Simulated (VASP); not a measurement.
Input of a VASP 6.6.1 run:

Contents of INCAR:

```
SYSTEM = GaSb
PREC = Accurate
ENCUT = 520
EDIFF = 1E-6
ISMEAR = 0
SIGMA = 0.15
LREAL = .False.
LASPH = .True.
NELM = 80
ALGO = Normal
ISIF = 2
LWAVE = .False.
LCHARG = .False.
GGA = PE
NBANDS = 16
```

The input KPOINTS:

```
Automatic mesh
0
Gamma
  16 16 16
  0 0 0
```

File POSCAR:

```
GaSb
1.0
   -2.9595500000      2.9595500000      1.3914000000
    2.9595500000     -2.9595500000      1.3914000000
    2.9595500000      2.9595500000     -1.3914000000
Ga Sb
1 1
Direct
    0.2500000000      0.7500000000      0.5000000000
    0.0000000000      0.0000000000      0.0000000000
```

Potentials or basis: VASP PAW PBE potentials, release 64 (Ga_d, Sb).

Run with:

```bash
$ cat potpaw_PBE.64/Ga_d/POTCAR potpaw_PBE.64/Sb/POTCAR > POTCAR
$ mpirun -np 1 vasp_std > vasp.out
```

Predict the band gap on the k mesh.

zero (bands 9 and 10 overlap by 3.05 eV).

Estimate the pressure.

2.4 GPa.

Stress tensor (GPa, compression positive):
```
-1.97  0.00  0.00
 0.00 -1.97  0.00
 0.00  0.00 11.01
```

Caveat: the stress differs along the axes, from -2 to 11 GPa; spin-orbit coupling is left out, which moves the levels of the heavy elements.
